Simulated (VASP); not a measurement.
TiAl, 2 atoms in the cell. It takes space group P-6m2 (No. 187, hexagonal). The conventional cell has a = 2.895 Å, b = 2.895 Å, c = 4.989 Å, α = 90.00°, β = 90.00°, γ = 120.00°. Within 3.8 Å of Ti (site symmetry -6m2) lie 6 Ti at 2.90 Å and 6 Al at 3.00 Å. Al (site symmetry -6m2) has 6 Al at 2.90 Å and 6 Ti at 3.00 Å within 3.8 Å. 

```yaml
Program: VASP 6.6.1
Task: single point
Functional: PBEsol
Potentials_or_basis: VASP PAW PBE potentials, release 64 (Ti_sv, Al)
Cutoff: 520 eV
k_mesh: 18 × 18 × 10
Occupations: gaussian, width 0.15 eV
Spin: no spin polarisation
Dipole_correction: no
Further_INCAR_settings: ALGO = Fast; EDIFF = 1e-06; NBANDS = 14
```

Potentials or basis: VASP PAW PBE potentials, release 64 (Ti_sv, Al).

Command:

```console
$ cat potpaw_PBE.64/Ti_sv/POTCAR potpaw_PBE.64/Al/POTCAR > POTCAR
$ mpirun -np 1 vasp_std > vasp.out
```

Hardware: 1 thread of Intel(R) Xeon(R) Platinum 8259CL CPU @ 2.50GHz (Skylake/Cascade Lake) (shared host).

Q: Estimate the wall time of this run.

A: Run time: 3.1 min on 1 thread of Intel(R) Xeon(R) Platinum 8259CL CPU @ 2.50GHz (Skylake/Cascade Lake), on a shared host, peak memory 0.25 GiB. Counts: scf iterations 29, k points 222.
